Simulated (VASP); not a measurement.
Runs of VASP 6.6.1 on Ca. The structure is that of space group Im-3m (No. 229), or close to it. The cells are those of the table. 

```tsv
cell	further INCAR settings	gap on the mesh (eV)	pressure (GPa)
a = 3.828 Å, angles 110.0, 110.0, 108.4°, 1 atom	ALGO = Fast; EDIFF = 1e-06; NBANDS = 11	none	-0.4
a = 3.854 Å, angles 109.7, 109.7, 108.9°, 1 atom	ALGO = Fast; EDIFF = 1e-07; NBANDS = 11	none	-0.7
a = 3.893 Å, angles 109.3, 109.3, 109.7°, 1 atom	ALGO = Fast; EDIFF = 1e-06; NBANDS = 11	none	-1.1
a = 3.919 Å, angles 109.1, 109.1, 110.3°, 1 atom	ALGO = Fast; EDIFF = 1e-07; NBANDS = 11	none	(a)
```

Alike in all rows: task single point; level PBE; potentials or basis VASP PAW PBE potentials, release 64 (Ca_sv); no spin polarisation; k mesh 16 × 16 × 16; cutoff (eV) 520; smearing gaussian 0.15 eV.

Q: Fill in the values left out.

A: (a) -1.4.

A gap of «none» marks levels without a gap at the run's occupations.
